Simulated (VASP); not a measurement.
# PtSe2 in VASP: further runs

Runs on PtSe2. Level: PBEsol. Tasks: single point.

Program: VASP 6.6.1. These are calculated values, not measurements. Logs are shortened: lines on timing, memory, paths and dates and some standing lists are left out, and cuts for length are marked.

## Step 1: The cell of the first run

Symmetry: P3m1, No. 156, trigonal system. The conventional cell has a = 3.904 Å, b = 3.904 Å, c = 5.230 Å, α = 90.00°, β = 90.00°, γ = 120.00°. Within 3.4 Å of Pt (site symmetry 3m) lie 6 Se at 2.58 to 2.59 Å. Within 3.6 Å of Se (site symmetry 3m) lie 3 Pt at 2.58 Å and 6 Se at 3.40 to 3.51 Å. Within 3.6 Å of Se (site symmetry 3m) lie 3 Pt at 2.59 Å and 6 Se at 3.40 to 3.51 Å.

## Step 2: Single point, PBEsol (strained and its atoms moved)

INCAR

```
SYSTEM = PtSe2
PREC = Accurate ; ENCUT = 520
EDIFF = 1E-6 ; ISMEAR = 0
SIGMA = 0.1 ; LREAL = .False.
LASPH = .True. ; NELM = 60
ALGO = Normal ; ISIF = 2
LWAVE = .False. ; LCHARG = .True.
GGA = PS ; LELF = .True.
LVHAR = .True. ; NBANDS = 18
```

KPOINTS

```
regular mesh
0
Gamma
  12 12 8
  0 0 0
```

POSCAR

```
PtSe2
1.0
    3.9036463938      0.0000000000      0.0000000000
   -1.9518231969      3.3806569444      0.0000000000
    0.0000000000      0.0000000000      5.2302608800
Pt Se
1 2
Direct
    0.0000000000      0.0000000000      0.0009249822
    0.3333333333      0.6666666667      0.2423233832
    0.6666666667      0.3333333333      0.7567516346
```

Potentials or basis: VASP PAW PBE potentials, release 64 (Pt, Se).

Started as:

```
$ cat potpaw_PBE.64/Pt/POTCAR potpaw_PBE.64/Se/POTCAR > POTCAR
$ mpirun -np 1 vasp_std > vasp.out
```

OUTCAR:

```text
SYSTEM = PtSe2
   PREC = Accurate
   ENCUT = 520
   EDIFF = 1E-6
   ISMEAR = 0
   LREAL = .False.
   LASPH = .True.
   NELM = 60
   ISIF = 2
   GGA = PS

 ion  position               nearest neighbor table
   1  0.000  0.000  0.001-   2 2.58   2 2.58   2 2.58   3 2.59   3 2.59   3 2.59
   2  0.333  0.667  0.242-   1 2.58   1 2.58   1 2.58
   3  0.667  0.333  0.757-   1 2.59   1 2.59   1 2.59

  LATTYP: Found a hexagonal cell.
 ALAT       =     3.9036463938
 C/A-ratio  =     1.3398398196

  Lattice vectors:

 A1 = (   3.9036463938,   0.0000000000,   0.0000000000)
 A2 = (  -1.9518231969,   3.3806569444,   0.0000000000)
 A3 = (   0.0000000000,   0.0000000000,   5.2302608800)

Analysis of symmetry for initial positions (statically):
=====================================================================
 Subroutine PRICEL returns:
 Original cell was already a primitive cell.

 Routine SETGRP: Setting up the symmetry group for a
 hexagonal supercell.

 Subroutine GETGRP returns: Found  6 space group operations
 (whereof  6 operations were pure point group operations)
 out of a pool of 24 trial point group operations.

The static configuration has the point symmetry C_3v.

Analysis of symmetry for dynamics (positions and initial velocities):
=====================================================================
 Subroutine PRICEL returns:
 Original cell was already a primitive cell.

 Routine SETGRP: Setting up the symmetry group for a
 hexagonal supercell.

 Subroutine GETGRP returns: Found  6 space group operations
 (whereof  6 operations were pure point group operations)
 out of a pool of 24 trial point group operations.

The dynamic configuration has the point symmetry C_3v.

 Subroutine INISYM returns: Found  6 space group operations
 (whereof  6 operations are pure point group operations),
 and found     1 'primitive' translations

----------------------------------------------------------------------------------------

                                     Primitive cell

  volume of cell :      69.0232

  direct lattice vectors                    reciprocal lattice vectors
     3.903646394  0.000000000  0.000000000     0.256170744  0.147900248  0.000000000
    -1.951823197  3.380656944  0.000000000     0.000000000  0.295800496  0.000000000
     0.000000000  0.000000000  5.230260880     0.000000000  0.000000000  0.191195052

  length of vectors
     3.903646394  3.903646394  5.230260880     0.295800496  0.295800496  0.191195052

  position of ions in fractional coordinates (direct lattice)
     0.000000000  0.000000000  0.000924982
     0.333333333  0.666666667  0.242323383
     0.666666667  0.333333333  0.756751635

  ion indices of the primitive-cell ions
   primitive index   ion index
                 1           1
                 2           2
                 3           3

----------------------------------------------------------------------------------------

 KPOINTS: regular mesh

Automatic generation of k-mesh.
 Grid dimensions read from file:
 generate k-points for:   12   12    8

 Generating k-lattice:

  Cartesian coordinates                     Fractional coordinates (reciprocal lattice)
     0.021347562  0.012325021  0.000000000     0.083333333 -0.000000000  0.000000000
     0.000000000  0.024650041  0.000000000     0.000000000  0.083333333  0.000000000
     0.000000000  0.000000000  0.023899381     0.000000000  0.000000000  0.125000000

  Length of vectors
     0.024650041  0.024650041  0.023899381

  Shift w.r.t. Gamma in fractional coordinates (k-lattice)
     0.000000000  0.000000000  0.000000000

 Subroutine IBZKPT returns following result:
 ===========================================

 Found    131 irreducible k-points:

 Following reciprocal coordinates:
            Coordinates               Weight
  0.000000  0.000000  0.000000      1.000000
  0.083333  0.000000  0.000000      6.000000
  0.166667  0.000000  0.000000      6.000000
  0.250000  0.000000  0.000000      6.000000
  0.333333 -0.000000  0.000000      6.000000
  0.416667  0.000000  0.000000      6.000000
[... 16 lines left out ...]
  0.166667  0.000000  0.125000      6.000000
  0.000000  0.166667  0.125000      6.000000
 [... further k-points ...]
   k-points           NKPTS =    131   k-points in BZ     NKDIM =    131   number of bands    NBANDS=     18
   number of dos      NEDOS =    301   number of ions     NIONS =      3
   total plane-waves  NPLWV =  36000
   dimension x,y,z NGX =    30 NGY =   30 NGZ =   40
   dimension x,y,z NGXF=    60 NGYF=   60 NGZF=   80
   ions per type =               1   2
   NGX,Y,Z   is equivalent  to a cutoff of  12.78, 12.78, 12.71 a.u.
   NGXF,Y,Z  is equivalent  to a cutoff of  25.55, 25.55, 25.43 a.u.
 SYSTEM =  PtSe2
   PREC   = accura    normal or accurate (medium, high low for compatibility)
   ISTART =      0    job   : 0-new  1-cont  2-samecut
   ICHARG =      2    charge: 1-file 2-atom 10-const
   ISPIN  =      1    spin polarized calculation?
   LNONCOLLINEAR =      F non collinear calculations
   LSORBIT =      F    spin-orbit coupling
   LASPH  =      T    aspherical Exc in radial PAW
   ENCUT  =  520.0 eV  38.22 Ry    6.18 a.u.   7.26  7.26  9.72*2*pi/ulx,y,z
   NELM   =     60;   NELMIN=  2; NELMDL= -5     # of ELM steps
   EDIFF  = 0.1E-05   stopping-criterion for ELM
   LREAL  =      F    real-space projection
   EDIFFG = 0.1E-04   stopping-criterion for IOM
   NSW    =      0    number of steps for IOM
   IBRION =     -1    ionic relax: 0-MD 1-quasi-New 2-CG
   NFREE  =      0    steps in history (QN), initial steepest desc. (CG)
   ISIF   =      2    stress and relaxation
   ISYM   =      2    0-nonsym 1-usesym 2-fastsym
   POTIM  = 0.5000    time-step for ionic-motion
   TEBEG  =    0.0;   TEEND  =   0.0 temperature during run
   PSTRESS=    0.0 pullay stress
   NELECT =      22.0000    total number of electrons
   NUPDOWN=      -1.0000    fix difference up-down
   EMIN   =  10.00;   EMAX   =-10.00  energy-range for DOS
   EFERMI =   0.00;   METHOD = LEGACY
   ISMEAR =     0;   SIGMA  =   0.10  broadening in eV -4-tet -1-fermi 0-gaus
   EFERMI_NEDOS =   21; number of points for ismear=-14 and -15
   IALGO  =     38    algorithm
   IMIX   =      4    mixing-type and parameters
     AMIX     =   0.40;   BMIX     =  1.00
     AMIX_MAG =   1.60;   BMIX_MAG =  1.00
  volume/ion in A,a.u.               =      23.01       155.26
  Fermi-wavevector in a.u.,A,eV,Ry     =   1.118280  2.113244 17.014783  1.250551
  Thomas-Fermi vector in A             =   2.254910
   LORBIT       =      0    0 simple, 1 ext, 2 COOP (PROOUT), +10 PAW based schemes
   GGA     = PS    functional components
   LHFCALC =     F    Hartree Fock is set to
   AEXX    =    0.0000 exact exchange contribution
   IVDW    =     0    specifies the selected vdW correction
   LEPSILON=     F    determine dielectric tensor
   LRPA    =     F    only Hartree local field effects (RPA)
 non-spin polarized calculation
 Gauss-broadening in eV      SIGMA  =   0.10
  energy-cutoff  :      520.00
  volume of cell :       69.02
 maximum number of plane-waves:      1880
 NGX is ok and might be reduce to    30
   NGX = 15   NGY = 15   NGZ = 19

 number of electron      22.0000001 magnetization

 Free energy of the ion-electron system (eV)
  ---------------------------------------------------
  ext. energy  EPLUGINS =         0.00000000
  ---------------------------------------------------
  free energy    TOTEN  =       -15.67059579 eV

  energy without entropy =      -15.66721705  energy(sigma->0) =      -15.66890642

 E-fermi :   4.7708     XC(G=0): -10.1752

 val. band max:        4.7413547180   @ k =   0.0833   0.0833   0.0000
 cond. band min:       4.7967924021   @ k =   0.0000   0.3333   0.2500
 fundamental gap:      0.0554376841
 Fermi energy:         4.7707670741

 k-point     1 :       0.0000    0.0000    0.0000
  band No.  band energies     occupation
      1      -9.9950      2.00000
      2      -7.7332      2.00000
      3      -1.3773      2.00000
      4      -0.9368      2.00000
      5      -0.9368      2.00000
      6       1.3650      2.00000
[... 10 lines left out ...]
     17      11.8878      0.00000
     18      15.4866      0.00000

 k-point     2 :       0.0833    0.0000    0.0000
  band No.  band energies     occupation
      1      -9.9316      2.00000
      2      -7.7594      2.00000
      3      -1.2992      2.00000
      4      -0.8926      2.00000
      5      -0.8867      2.00000
      6       1.2703      2.00000
[... 10 lines left out ...]
     17      12.1094      0.00000
     18      14.9599      0.00000

 k-point     3 :       0.1667    0.0000    0.0000
  band No.  band energies     occupation
      1      -9.7487      2.00000
      2      -7.8333      2.00000
      3      -1.0840      2.00000
      4      -0.7691      2.00000
      5      -0.7315      2.00000
      6       0.8922      2.00000
[... 10 lines left out ...]
     17      12.6416      0.00000
     18      13.7417      0.00000

 k-point     4 :       0.2500    0.0000    0.0000
  band No.  band energies     occupation
      1      -9.4685      2.00000
      2      -7.9439      2.00000
      3      -0.8484      2.00000
      4      -0.5960      2.00000
      5      -0.4325      2.00000
      6       0.2265      2.00000
[... 10 lines left out ...]
     17      12.9139      0.00000
     18      12.9295      0.00000

 k-point     5 :       0.3333   -0.0000    0.0000
  band No.  band energies     occupation
      1      -9.1313      2.00000
      2      -8.0825      2.00000
      3      -1.0163      2.00000
      4      -0.4286      2.00000
      5      -0.0775      2.00000
      6       0.0612      2.00000
[... 10 lines left out ...]
     17      12.6180      0.00000
     18      13.1051      0.00000

 k-point     6 :       0.4167    0.0000    0.0000
  band No.  band energies     occupation
      1      -8.7936      2.00000
      2      -8.2513      2.00000
      3      -1.4796      2.00000
      4      -0.3243      2.00000
      5       0.1117      2.00000
      6       0.6578      2.00000
[... 10 lines left out ...]
     17      12.3183      0.00000
     18      14.1898      0.00000

 k-point     7 :       0.5000    0.0000    0.0000
  band No.  band energies     occupation
      1      -8.5621      2.00000
      2      -8.4149      2.00000
      3      -1.6732      2.00000
      4      -0.2932      2.00000
      5       0.2423      2.00000
      6       1.0408      2.00000
[... 10 lines left out ...]
     17      12.2077      0.00000
     18      15.0851      0.00000

 k-point     8 :       0.0833    0.0833    0.0000
  band No.  band energies     occupation
      1      -9.8084      2.00000
      2      -7.8093      2.00000
      3      -1.1506      2.00000
      4      -0.8054      2.00000
      5      -0.7896      2.00000
      6       1.1230      2.00000
[... 10 lines left out ...]
     17      12.5710      0.00000
     18      13.9985      0.00000
[... 229 lines left out ...]
     17      13.2339      0.00000
     18      14.4952      0.00000

 k-point    20 :       0.0000    0.0000    0.1250
  band No.  band energies     occupation
      1      -9.9488      2.00000
      2      -7.8320      2.00000
      3      -1.2145      2.00000
      4      -0.9303      2.00000
      5      -0.9303      2.00000
      6       1.3612      2.00000
[... 10 lines left out ...]
     17      11.8161      0.00000
     18      15.2668      0.00000

 k-point    21 :       0.0833    0.0000    0.1250
  band No.  band energies     occupation
      1      -9.8857      2.00000
      2      -7.8536      2.00000
      3      -1.1827      2.00000
      4      -0.8756      2.00000
      5      -0.8556      2.00000
      6       1.2761      2.00000
[... 10 lines left out ...]
     17      11.8470      0.00000
     18      14.2872      0.00000

 k-point    22 :       0.0000    0.0833    0.1250
  band No.  band energies     occupation
      1      -9.8863      2.00000
      2      -7.8517      2.00000
      3      -1.2023      2.00000
      4      -0.8976      2.00000
      5      -0.8207      2.00000
      6       1.2506      2.00000
[... 10 lines left out ...]
     17      12.2417      0.00000
     18      14.3424      0.00000

 k-point    23 :       0.1667    0.0000    0.1250
  band No.  band energies     occupation
      1      -9.7025      2.00000
      2      -7.9184      2.00000
      3      -1.0334      2.00000
      4      -0.7420      2.00000
      5      -0.6701      2.00000
      6       0.9363      2.00000
[... 10 lines left out ...]
     17      12.2414      0.00000
     18      13.3133      0.00000

 k-point    24 :       0.0000    0.1667    0.1250
  band No.  band energies     occupation
      1      -9.7076      2.00000
      2      -7.9049      2.00000
      3      -1.1560      2.00000
      4      -0.7878      2.00000
      5      -0.5483      2.00000
      6       0.8232      2.00000
[... 10 lines left out ...]
     17      12.9985      0.00000
     18      13.2335      0.00000

 [... further k-points ...]
[... 5 lines left out ...]
  --------------------------------------------------------------------------------------
  -------------------------------------------------------------------------------------
  Total       -4.7857496     -4.7857496     -2.6725499      0.0000000     -0.0000000     -0.0000000
  in kB     -111.0876109   -111.0876109    -62.0356694      0.0000000     -0.0000000     -0.0000000
  external PRESSURE =     -94.7369637 kB  Pullay stress =       0.0000000 kB

 VOLUME and BASIS-vectors are now :
 -----------------------------------------------------------------------------
  energy-cutoff  :      520.00
  volume of cell :       69.02
      direct lattice vectors                 reciprocal lattice vectors
     3.903646394  0.000000000  0.000000000     0.256170744  0.147900248  0.000000000
    -1.951823197  3.380656944  0.000000000     0.000000000  0.295800496  0.000000000
     0.000000000  0.000000000  5.230260880     0.000000000  0.000000000  0.191195052

 POSITION                                       TOTAL-FORCE (eV/Angst)
 -----------------------------------------------------------------------------------
      0.00000      0.00000      0.00484         0.000000      0.000000     -0.093066
     -0.00000      2.25377      1.26741         0.000000      0.000000     -0.582299
      1.95182      1.12689      3.95801        -0.000000      0.000000      0.675365
 -----------------------------------------------------------------------------------
    total drift:                               -0.000000      0.000000     -0.000030

  FREE ENERGIE OF THE ION-ELECTRON SYSTEM (eV)
  ---------------------------------------------------
  free  energy   TOTEN  =       -15.6705957948 eV

  energy  without entropy=      -15.6672170524  energy(sigma->0) =      -15.66890642
```

It took 2 min on 1 thread of Intel Xeon Platinum 8259CL at 2.50GHz (Skylake/Cascade Lake), shared host; peak memory 0.3 GiB.

What came out:

```
Free energy            : -15.6706 eV
Pressure               : -9.5 GPa
Largest force          : 0.675 eV/Å
Band gap on the k mesh : zero (bands 11 and 12 overlap by 0.36 eV)
```

Forces in eV/Å, atoms in the order of the input:
```
Pt   0.000  0.000 -0.093
Se   0.000  0.000 -0.582
Se   0.000  0.000  0.675
```

Stress tensor (GPa, compression positive):
```
-11.11   0.00   0.00
  0.00 -11.11   0.00
  0.00   0.00  -6.20
```

Levels at points of the mesh, in eV from the Fermi level:
| k point | band 9 | band 10 | band 11 | band 12 | band 13 | band 14 |
| --- | --- | --- | --- | --- | --- | --- |
| (0.00, 0.00, 0.00) | -1.00 | -1.00 | 0.32 | 1.34 | 1.34 | 3.29 |
| (0.50, 0.00, 0.00) | -3.00 | -2.99 | -2.66 | 0.63 | 2.00 | 4.29 |
| (0.00, 0.00, 0.50) | -1.67 | -1.33 | -1.33 | 1.95 | 1.95 | 4.73 |
| (0.50, 0.00, 0.50) | -2.80 | -2.63 | -1.17 | 1.01 | 1.11 | 4.20 |

Caveat: the cell differs from its parent crystal (strained and its atoms moved); the cell stands under tension; the PAW data sets were made with another functional, which shifts forces and pressure a little; spin-orbit coupling is left out, which moves the levels of the heavy elements.

(Part 1 of 2 ends here.)
